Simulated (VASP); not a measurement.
# Mo4C3 (P-62m) in VASP: a series of runs

Runs on Mo4C3. Level: PBE. Tasks: single point.

All numbers are computed with VASP 6.6.1; they aren't measurements. Logs are shortened: lines on timing, memory, paths and dates and some standing lists are left out, and cuts for length are marked.

## (1) The cell of the first run

Symmetry: P-62m, No. 189, hexagonal system. Conventional cell: a = 4.539 Å, b = 4.539 Å, c = 4.703 Å, α = 90.00°, β = 90.00°, γ = 120.00°. Within 3.5 Å of Mo (site symmetry -6) lie 9 Mo at 2.62 to 2.88 Å and 6 C at 2.71 Å. Mo (site symmetry 3m) has 6 C at 2.24 to 2.86 Å and 8 Mo at 2.30 to 2.88 Å within 3.0 Å. Within 3.0 Å of C (site symmetry m2m) lie 8 Mo at 2.24 to 2.86 Å and 4 C at 2.35 Å.

The cell was generated, and may not be a known phase.

## (2) Single point, PBE

INCAR

```
PREC = Accurate
ENCUT = 520
EDIFF = 1E-6
ISMEAR = 0
SIGMA = 0.1
LREAL = F
LASPH = T
NELM = 100
ALGO = Normal
ISIF = 2
LWAVE = F
LCHARG = F
GGA = PE
NBANDS = 43
```

KPOINTS

```
Automatic mesh
0
Gamma
  12 12 8
```

POSCAR

```
Mo4C3
1.0
    4.5388027840      0.0000000000      0.0000000000
   -2.2694013920      3.9307185137      0.0000000000
    0.0000000000      0.0000000000      4.7033317869
Mo C
4 3
Direct
    0.3333333333      0.6666666667      0.0000000000
    0.6666666667      0.3333333333      0.0000000000
    0.0000000000      0.0000000000      0.2558835836
    0.0000000000      0.0000000000      0.7441164164
    0.4228124580      0.0000000000      0.5000000000
    0.0000000000      0.4228124580      0.5000000000
    0.5771875420      0.5771875420      0.5000000000
```

Potentials or basis: VASP PAW PBE potentials, release 64 (Mo_sv, C).

Command:

```sh
$ cat potpaw_PBE.64/Mo_sv/POTCAR potpaw_PBE.64/C/POTCAR > POTCAR
$ mpirun -np 1 vasp_std > vasp.out
```

OUTCAR:

```text
PREC = Accurate
   ENCUT = 520
   EDIFF = 1E-6
   ISMEAR = 0
   LREAL = F
   LASPH = T
   NELM = 100
   ISIF = 2
   GGA = PE

 ion  position               nearest neighbor table
   1  0.333  0.667  0.000-   2 2.62   2 2.62   2 2.62   5 2.71   5 2.71   6 2.71   6 2.71   7 2.71
                             7 2.71   4 2.88   3 2.88   4 2.88   3 2.88   4 2.88   3 2.88
   2  0.667  0.333  0.000-   1 2.62   1 2.62   1 2.62   6 2.71   6 2.71   5 2.71   5 2.71   7 2.71
                             7 2.71   4 2.88   3 2.88   3 2.88   4 2.88   3 2.88   4 2.88
   3  0.000  0.000  0.256-   6 2.24   7 2.24   5 2.24   4 2.30   4 2.41   2 2.88   1 2.88   1 2.88
                             2 2.88   2 2.88   1 2.88
   4  0.000  0.000  0.744-   6 2.24   7 2.24   5 2.24   3 2.30   3 2.41   1 2.88   2 2.88   1 2.88
                             2 2.88   2 2.88   1 2.88
   5  0.423  0.000  0.500-   3 2.24   4 2.24   1 2.71   1 2.71   2 2.71   2 2.71
   6  0.000  0.423  0.500-   3 2.24   4 2.24   2 2.71   2 2.71   1 2.71   1 2.71
   7  0.577  0.577  0.500-   3 2.24   4 2.24   2 2.71   2 2.71   1 2.71   1 2.71

  LATTYP: Found a hexagonal cell.
 ALAT       =     4.5388027840
 C/A-ratio  =     1.0362494276

  Lattice vectors:

 A1 = (   4.5388027840,   0.0000000000,   0.0000000000)
 A2 = (  -2.2694013920,   3.9307185137,   0.0000000000)
 A3 = (   0.0000000000,   0.0000000000,   4.7033317869)

Analysis of symmetry for initial positions (statically):
=====================================================================
 Subroutine PRICEL returns:
 Original cell was already a primitive cell.

 Routine SETGRP: Setting up the symmetry group for a
 hexagonal supercell.

 Subroutine GETGRP returns: Found 12 space group operations
 (whereof 12 operations were pure point group operations)
 out of a pool of 24 trial point group operations.

The static configuration has the point symmetry D_3h.

Analysis of symmetry for dynamics (positions and initial velocities):
=====================================================================
 Subroutine PRICEL returns:
 Original cell was already a primitive cell.

 Routine SETGRP: Setting up the symmetry group for a
 hexagonal supercell.

 Subroutine GETGRP returns: Found 12 space group operations
 (whereof 12 operations were pure point group operations)
 out of a pool of 24 trial point group operations.

The dynamic configuration has the point symmetry D_3h.

 Subroutine INISYM returns: Found 12 space group operations
 (whereof 12 operations are pure point group operations),
 and found     1 'primitive' translations

----------------------------------------------------------------------------------------

                                     Primitive cell

  volume of cell :      83.9110

  direct lattice vectors                    reciprocal lattice vectors
     4.538802784  0.000000000  0.000000000     0.220322417  0.127203207  0.000000000
    -2.269401392  3.930718514  0.000000000     0.000000000  0.254406414  0.000000000
     0.000000000  0.000000000  4.703331787     0.000000000  0.000000000  0.212615236

  length of vectors
     4.538802784  4.538802784  4.703331787     0.254406414  0.254406414  0.212615236

  position of ions in fractional coordinates (direct lattice)
     0.333333333  0.666666667  0.000000000
     0.666666667  0.333333333  0.000000000
     0.000000000  0.000000000  0.255883584
     0.000000000  0.000000000  0.744116416
     0.422812458  0.000000000  0.500000000
     0.000000000  0.422812458  0.500000000
     0.577187542  0.577187542  0.500000000

  ion indices of the primitive-cell ions
   primitive index   ion index
                 1           1
                 2           2
                 3           3
                 4           4
                 5           5
                 6           6
                 7           7

----------------------------------------------------------------------------------------

 KPOINTS: Automatic mesh

Automatic generation of k-mesh.
 Grid dimensions read from file:
 generate k-points for:   12   12    8

 Generating k-lattice:

  Cartesian coordinates                     Fractional coordinates (reciprocal lattice)
     0.018360201  0.010600267  0.000000000     0.083333333  0.000000000  0.000000000
     0.000000000  0.021200534  0.000000000     0.000000000  0.083333333  0.000000000
     0.000000000  0.000000000  0.026576905     0.000000000  0.000000000  0.125000000

  Length of vectors
     0.021200534  0.021200534  0.026576905

  Shift w.r.t. Gamma in fractional coordinates (k-lattice)
     0.000000000  0.000000000  0.000000000

 Subroutine IBZKPT returns following result:
 ===========================================

 Found     95 irreducible k-points:

 Following reciprocal coordinates:
            Coordinates               Weight
  0.000000  0.000000  0.000000      1.000000
  0.083333 -0.000000  0.000000      6.000000
  0.166667  0.000000  0.000000      6.000000
  0.250000  0.000000  0.000000      6.000000
  0.333333 -0.000000  0.000000      6.000000
  0.416667 -0.000000  0.000000      6.000000
[... 16 lines left out ...]
  0.250000  0.000000  0.125000     12.000000
  0.333333 -0.000000  0.125000     12.000000
 [... further k-points ...]
   k-points           NKPTS =     95   k-points in BZ     NKDIM =     95   number of bands    NBANDS=     43
   number of dos      NEDOS =    301   number of ions     NIONS =      7
   total plane-waves  NPLWV =  46656
   dimension x,y,z NGX =    36 NGY =   36 NGZ =   36
   dimension x,y,z NGXF=    72 NGYF=   72 NGZF=   72
   ions per type =               4   3
   NGX,Y,Z   is equivalent  to a cutoff of  13.19, 13.19, 12.72 a.u.
   NGXF,Y,Z  is equivalent  to a cutoff of  26.37, 26.37, 25.45 a.u.
 SYSTEM =  unknown system
   PREC   = accura    normal or accurate (medium, high low for compatibility)
   ISTART =      0    job   : 0-new  1-cont  2-samecut
   ICHARG =      2    charge: 1-file 2-atom 10-const
   ISPIN  =      1    spin polarized calculation?
   LNONCOLLINEAR =      F non collinear calculations
   LSORBIT =      F    spin-orbit coupling
   LASPH  =      T    aspherical Exc in radial PAW
   ENCUT  =  520.0 eV  38.22 Ry    6.18 a.u.   8.44  8.44  8.75*2*pi/ulx,y,z
   NELM   =    100;   NELMIN=  2; NELMDL= -5     # of ELM steps
   EDIFF  = 0.1E-05   stopping-criterion for ELM
   LREAL  =      F    real-space projection
   EDIFFG = 0.1E-04   stopping-criterion for IOM
   NSW    =      0    number of steps for IOM
   IBRION =     -1    ionic relax: 0-MD 1-quasi-New 2-CG
   NFREE  =      0    steps in history (QN), initial steepest desc. (CG)
   ISIF   =      2    stress and relaxation
   ISYM   =      2    0-nonsym 1-usesym 2-fastsym
   POTIM  = 0.5000    time-step for ionic-motion
   TEBEG  =    0.0;   TEEND  =   0.0 temperature during run
   PSTRESS=    0.0 pullay stress
   NELECT =      68.0000    total number of electrons
   NUPDOWN=      -1.0000    fix difference up-down
   EMIN   =  10.00;   EMAX   =-10.00  energy-range for DOS
   EFERMI =   0.00;   METHOD = LEGACY
   ISMEAR =     0;   SIGMA  =   0.10  broadening in eV -4-tet -1-fermi 0-gaus
   EFERMI_NEDOS =   21; number of points for ismear=-14 and -15
   IALGO  =     38    algorithm
   IMIX   =      4    mixing-type and parameters
     AMIX     =   0.40;   BMIX     =  1.00
     AMIX_MAG =   1.60;   BMIX_MAG =  1.00
  volume/ion in A,a.u.               =      11.99        80.89
  Fermi-wavevector in a.u.,A,eV,Ry     =   1.526294  2.884277 31.695767  2.329573
  Thomas-Fermi vector in A             =   2.634347
   LORBIT       =      0    0 simple, 1 ext, 2 COOP (PROOUT), +10 PAW based schemes
   GGA     = PE    functional components
   LHFCALC =     F    Hartree Fock is set to
   AEXX    =    0.0000 exact exchange contribution
   IVDW    =     0    specifies the selected vdW correction
   LEPSILON=     F    determine dielectric tensor
   LRPA    =     F    only Hartree local field effects (RPA)
 non-spin polarized calculation
 Gauss-broadening in eV      SIGMA  =   0.10
  energy-cutoff  :      520.00
  volume of cell :       83.91
 maximum number of plane-waves:      2310
 NGX is ok and might be reduce to    36
   NGX = 17   NGY = 17   NGZ = 17

 number of electron      67.9999993 magnetization

 Free energy of the ion-electron system (eV)
  ---------------------------------------------------
  ext. energy  EPLUGINS =         0.00000000
  ---------------------------------------------------
  free energy    TOTEN  =       -60.19762683 eV

  energy without entropy =      -60.17144266  energy(sigma->0) =      -60.18453475

 E-fermi :  11.3757     XC(G=0): -13.1500

 val. band max:       11.3682986641   @ k =   0.1667   0.0000   0.2500
 cond. band min:      11.3757128669   @ k =   0.1667   0.0000   0.1250
 fundamental gap:      0.0074142028
 Fermi energy:        11.3756960860

 k-point     1 :       0.0000    0.0000    0.0000
  band No.  band energies     occupation
      1     -50.1020      2.00000
      2     -49.7061      2.00000
      3     -49.5200      2.00000
      4     -49.4624      2.00000
      5     -25.7211      2.00000
      6     -24.2463      2.00000
[... 35 lines left out ...]
     42      14.2000      0.00000
     43      14.4176      0.00000

 k-point     2 :       0.0833   -0.0000    0.0000
  band No.  band energies     occupation
      1     -50.1007      2.00000
      2     -49.7036      2.00000
      3     -49.5199      2.00000
      4     -49.4665      2.00000
      5     -25.7225      2.00000
      6     -24.3005      2.00000
[... 35 lines left out ...]
     42      14.2204      0.00000
     43      14.3506      0.00000

 k-point     3 :       0.1667    0.0000    0.0000
  band No.  band energies     occupation
      1     -50.0969      2.00000
      2     -49.6961      2.00000
      3     -49.5199      2.00000
      4     -49.4784      2.00000
      5     -25.7268      2.00000
      6     -24.3790      2.00000
[... 919 lines left out ...]
      6     -24.4359      2.00000
[... 35 lines left out ...]
     42      14.1256      0.00000
     43      14.2033      0.00000

 k-point    24 :       0.3333   -0.0000    0.1250
  band No.  band energies     occupation
      1     -50.0680      2.00000
      2     -49.6681      2.00000
      3     -49.5404      2.00000
      4     -49.5185      2.00000
      5     -25.6362      2.00000
      6     -24.4895      2.00000
[... 35 lines left out ...]
     42      14.0544      0.00000
     43      14.2461      0.00000

 [... further k-points ...]
[... 5 lines left out ...]
  --------------------------------------------------------------------------------------
  -------------------------------------------------------------------------------------
  Total        0.1965088      0.1965088      0.4655717      0.0000000     -0.0000000      0.0000000
  in kB        3.7520934      3.7520934      8.8895195      0.0000000     -0.0000000      0.0000000
  external PRESSURE =       5.4645687 kB  Pullay stress =       0.0000000 kB

 VOLUME and BASIS-vectors are now :
 -----------------------------------------------------------------------------
  energy-cutoff  :      520.00
  volume of cell :       83.91
      direct lattice vectors                 reciprocal lattice vectors
     4.538802784  0.000000000  0.000000000     0.220322417  0.127203207  0.000000000
    -2.269401392  3.930718514  0.000000000     0.000000000  0.254406414  0.000000000
     0.000000000  0.000000000  4.703331787     0.000000000  0.000000000  0.212615236

 POSITION                                       TOTAL-FORCE (eV/Angst)
 -----------------------------------------------------------------------------------
     -0.00000      2.62048      0.00000        -0.000000      0.000000     -0.000000
      2.26940      1.31024      0.00000        -0.000000      0.000000     -0.000000
      0.00000      0.00000      1.20351        -0.000000      0.000000     -0.059203
      0.00000      0.00000      3.49983        -0.000000      0.000000      0.059203
      1.91906      0.00000      2.35167         0.012972      0.000000      0.000000
     -0.95953      1.66196      2.35167        -0.006486      0.011234     -0.000000
      1.30987      2.26876      2.35167        -0.006486     -0.011234     -0.000000
 -----------------------------------------------------------------------------------
    total drift:                               -0.000000     -0.000001      0.000000

  FREE ENERGIE OF THE ION-ELECTRON SYSTEM (eV)
  ---------------------------------------------------
  free  energy   TOTEN  =       -60.1976268324 eV

  energy  without entropy=      -60.1714426632  energy(sigma->0) =      -60.18453475
```

Run time: 3.8 min. Hardware: 1 thread of AMD EPYC 9R45 (Zen 5), shared host; peak memory 0.35 GiB.

Results:

| Item | Value |
| --- | --- |
| Free energy | -60.1976 eV |
| Pressure | 0.5 GPa |
| Largest force | 0.059 eV/Å |
| Band gap on the k mesh | zero (bands 34 and 35 overlap by 1.75 eV) |

Forces in eV/Å, atoms in the order of the input:
```
Mo   0.000  0.000  0.000
Mo   0.000  0.000  0.000
Mo   0.000  0.000 -0.059
Mo   0.000  0.000  0.059
C    0.013  0.000  0.000
C   -0.006  0.011  0.000
C   -0.006 -0.011  0.000
```

## (3) Single point, PBE, collinear spin

This run uses another cell than the first one, of 12.11 Å³/atom.

INCAR

```
SYSTEM = Mo4C3
PREC = Accurate ; ENCUT = 520
EDIFF = 1E-6 ; ISMEAR = 0
SIGMA = 0.1 ; LREAL = .False.
LASPH = .True. ; NELM = 150
ALGO = Normal ; ISIF = 2
LWAVE = .False. ; LCHARG = .False.
ISPIN = 2 ; MAGMOM = 1 1 1 1 0 0 0
LORBIT = 11 ; LMAXMIX = 4
GGA = PE ; NBANDS = 47
```

KPOINTS

```
Automatic mesh
0
Gamma
  6 6 4
  0 0 0
```

POSCAR

```
Mo4C3
1.0
    4.5587330298      0.0000000000      0.0000000000
   -2.2793665149      3.9479786129      0.0000000000
    0.0000000000      0.0000000000      4.7104743268
Mo C
4 3
Direct
    0.3333333333      0.6666666667      0.0000000000
    0.6666666667      0.3333333333      0.0000000000
    0.0000000000      0.0000000000      0.2540517890
    0.0000000000      0.0000000000      0.7459482110
    0.4115507690      0.0000000000      0.5000000000
    0.0000000000      0.4115507690      0.5000000000
    0.5884492310      0.5884492310      0.5000000000
```

Potentials or basis: VASP PAW PBE potentials, release 64 (Mo_sv, C).

Command:

```sh
$ cat potpaw_PBE.64/Mo_sv/POTCAR potpaw_PBE.64/C/POTCAR > POTCAR
$ mpirun -np 1 vasp_std > vasp.out
```

It took 2.2 min on 1 thread of AMD EPYC 9R45 (Zen 5), shared host; peak memory 0.28 GiB.

The run converged. Its results:

```
Free energy                                           : -60.1307 eV
Pressure                                              : 0.5 GPa
Largest force                                         : 0.041 eV/Å
Band gap on the k mesh                                : zero (filled and empty bands overlap)
Net moment                                            : 0.00 μB per cell
Valence electrons inside the program's atomic spheres : Mo 12.45, 12.79 (each value once); C 2.15
```

Forces on the atoms (eV/Å):
```
Mo   0.000  0.000  0.000
Mo   0.000  0.000  0.000
Mo   0.000  0.000 -0.041
Mo   0.000  0.000  0.041
C    0.008  0.000  0.000
C   -0.004  0.007  0.000
C   -0.004 -0.007  0.000
```

Stress tensor (GPa, compression positive):
```
0.40 0.00 0.00
0.00 0.40 0.00
0.00 0.00 0.64
```

Levels at points of the mesh, in eV from the Fermi level:
Spin up:
| k point | band 31 | band 32 | band 33 | band 34 | band 35 | band 36 | band 37 | band 38 |
| --- | --- | --- | --- | --- | --- | --- | --- | --- |
| (0.00, 0.00, 0.00) | -0.71 | -0.03 | -0.03 | 0.20 | 0.20 | 0.57 | 1.85 | 1.92 |
| (0.50, 0.00, 0.00) | -1.13 | -1.13 | -0.93 | 0.76 | 0.82 | 0.95 | 1.19 | 1.43 |
| (0.00, 0.00, 0.50) | -0.76 | -0.52 | -0.52 | -0.17 | -0.17 | 0.52 | 0.57 | 0.63 |
| (0.50, 0.00, 0.50) | -1.51 | -0.96 | -0.56 | -0.47 | -0.43 | 0.42 | 0.65 | 0.66 |
Spin down:
| k point | band 30 | band 31 | band 32 | band 33 | band 34 | band 35 | band 36 | band 37 | band 38 | band 39 |
| --- | --- | --- | --- | --- | --- | --- | --- | --- | --- | --- |
| (0.00, 0.00, 0.00) | -0.71 | -0.71 | -0.03 | -0.03 | 0.20 | 0.20 | 0.57 | 1.85 | 1.92 | 1.92 |
| (0.50, 0.00, 0.00) | -1.17 | -1.13 | -1.13 | -0.93 | 0.77 | 0.82 | 0.95 | 1.19 | 1.43 | 1.94 |
| (0.00, 0.00, 0.50) | -0.76 | -0.76 | -0.52 | -0.52 | -0.17 | -0.17 | 0.52 | 0.57 | 0.63 | 1.37 |
| (0.50, 0.00, 0.50) | -1.67 | -1.51 | -0.96 | -0.55 | -0.47 | -0.43 | 0.42 | 0.65 | 0.66 | 1.00 |
